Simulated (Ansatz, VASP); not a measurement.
# WC in VASP and in Ansatz

```xyz
2
Lattice="2.9363 0.0000 0.0000 -1.4682 2.5429 0.0000 0.0000 0.0000 2.8687" Properties=species:S:1:pos:R:3 pbc="T T T"
W     0.0000    0.0000    0.0000
C     1.4682    0.8476    1.4343
```

Change from the starting cell: volume scaled by 1.04, ions relaxed.

Alike in both runs: functional PBE; k mesh 18 × 18 × 16; occupations fermi-dirac, width 0.05 eV; collinear spin.

Ansatz relaxed the structure, and its values are those at the end. VASP's run is a single point on that final structure, the one shown.

|  | VASP | Ansatz |
| --- | --- | --- |
| version | VASP 6.6.1 | Ansatz 0.2.0 |
| potentials or method | VASP PAW PBE potentials, release 64 (W_sv, C) | plane-wave PAW, scalar-relativistic |
| plane-wave cutoff (eV) | 520 | 420 |
| valence electrons in the cell | 18 | 18 |

```csv
,VASP,Ansatz,Ansatz less VASP
pressure (GPa),-5.6,-6.6,-0.98
net moment per atom (μB),0.00,0.00,0.000
```

Ansatz's warnings: seeded moment not kept, stress scf threshold loose.

Spin-orbit coupling is off throughout.
